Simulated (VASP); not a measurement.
Here is a VASP 6.6.1 calculation.

The input INCAR:

```
ALGO = Normal ; EDIFF = 1E-6
ENCUT = 520 ; GGA = PE
ISIF = 2 ; ISMEAR = 0
LASPH = True ; LCHARG = False
LREAL = False ; LWAVE = False
NBANDS = 16 ; NELM = 60
PREC = Accurate ; SIGMA = 0.05
```

File KPOINTS:

```
k-points
0
Gamma
  10 10 6
```

File POSCAR:

```
SiC
1.0
    0.0000000000     -2.1898640950     -2.1898640950
    0.0000000000      2.1898640950     -2.1898640950
    4.3797281900      0.0000000000      0.0000000000
Si C
2 2
Direct
    0.4315025986      0.5684974014      0.5000000000
    0.0684974014     -0.0684974014      0.0000000000
    0.9549713705      0.4549713705      0.2500000000
    0.5450286295      0.0450286295      0.7500000000
```

Potentials or basis: VASP PAW PBE potentials, release 64 (Si, C).

Command:

```sh
$ cat potpaw_PBE.64/Si/POTCAR potpaw_PBE.64/C/POTCAR > POTCAR
$ mpirun -np 1 vasp_std > vasp.out
```

Question: Predict the largest force.

Answer: 3.638 eV/Å.

Question: What does it give for the band gap on the k mesh?

Answer: 0.62 eV (least direct gap 0.99 eV).

Forces on the atoms (eV/Å):
```
Si   0.000 -3.638  0.000
Si   0.000  3.638  0.000
C    0.000  0.000 -1.180
C    0.000  0.000  1.180
```

Caveat: the cell differs from its parent crystal (atoms displaced along a vibrational mode); forces of over 1 eV/Å act on the atoms, so gaps and moduli don't describe the material at rest. A k mesh can miss the band edges.
